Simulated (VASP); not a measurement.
Runs of VASP 6.6.1 on MgO. The structure is that of space group P6_3mc (No. 186), or close to it. The cells are those of the table. 

```tsv
cell	gap on the mesh (eV)	pressure (GPa)	largest force (eV/Å)
a = 3.419, b = 3.419, c = 4.819 Å, angles 90.0, 90.0, 120.0°, 4 atoms	3.10	-3.3	0.84
a = 3.361, b = 3.361, c = 5.321 Å, angles 90.0, 90.0, 120.0°, 4 atoms	2.93	(a)	0.29
a = 3.130, b = 3.130, c = 4.819 Å, angles 90.0, 90.0, 120.0°, 4 atoms	4.24	24.7	0.08
a = 3.477, b = 3.477, c = 4.618 Å, angles 90.0, 90.0, 120.0°, 4 atoms	3.10	(b)	1.93
a = 3.130, b = 3.130, c = 5.120 Å, angles 90.0, 90.0, 120.0°, 4 atoms	3.99	14.9	0.82
a = 3.477, b = 3.477, c = 5.421 Å, angles 90.0, 90.0, 120.0°, 4 atoms	2.50	(c)	0.20
a = 3.535, b = 3.535, c = 5.421 Å, angles 90.0, 90.0, 120.0°, 4 atoms	2.33	-17.0	0.16
a = 3.072, b = 3.072, c = 5.421 Å, angles 90.0, 90.0, 120.0°, 4 atoms	3.94	15.7	1.33
```

Alike in all rows: task single point; level PBEsol; potentials or basis VASP PAW PBE potentials, release 64 (Mg, O); no spin polarisation; k mesh 9 × 9 × 6; cutoff (eV) 520; smearing gaussian 0.05 eV.

Question: Estimate the missing entries.

Answer: (a) -9.1; (b) -0.7; (c) -15.2.

Caveats: the PAW data sets were made with another functional, which shifts forces and pressure a little.

A k mesh can miss the band edges.
